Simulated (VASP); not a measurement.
# TiHg: single point with LDA

The system is TiHg.

```
CELL_PARAMETERS angstrom
3.04860 0.00000 0.00000
0.00000 3.04860 0.00000
0.00000 0.00000 4.09418
ATOMIC_POSITIONS crystal
Ti 0.50000 0.50000 0.50000
Hg 0.00000 0.00000 0.00000
```

```yaml
Program: VASP 6.6.1
Task: single point
Functional: LDA
Potentials_or_basis: VASP PAW LDA potentials, release 64 (Ti_sv, Hg)
Cutoff: 520 eV
k_mesh: 10 × 10 × 7
Occupations: fermi-dirac, width 0.05 eV
Spin: no spin polarisation
```

| Property | Result |
| --- | --- |
| Pressure | -9.6 GPa |
| Band gap on the k mesh | zero (band 12 reaches 6.36 eV, above the bottom of band 13 at 5.45 eV) |

Stress tensor (GPa, compression positive):
```
-9.82  0.00  0.00
 0.00 -9.82  0.00
 0.00  0.00 -9.18
```

Levels at points of the mesh, in eV from the Fermi level:
```
           k point  band 9  band 10  band 11  band 12  band 13  band 14  band 15  band 16
(0.00, 0.00, 0.00)   -6.91    -6.47    -0.42    -0.31     1.24     1.84     1.84     2.33
(0.50, 0.00, 0.00)   -6.74    -3.62    -3.53    -0.98    -0.37     1.10     1.66     3.40
(0.50, 0.50, 0.00)   -5.80    -2.15     0.31     0.31     1.10     1.10     1.28     3.03
```

Run time: 71 s on 1 thread of AMD EPYC 7R13, on a shared host, peak memory 0.15 GiB.

Caveat: spin-orbit coupling is left out, which moves the levels of the heavy elements.
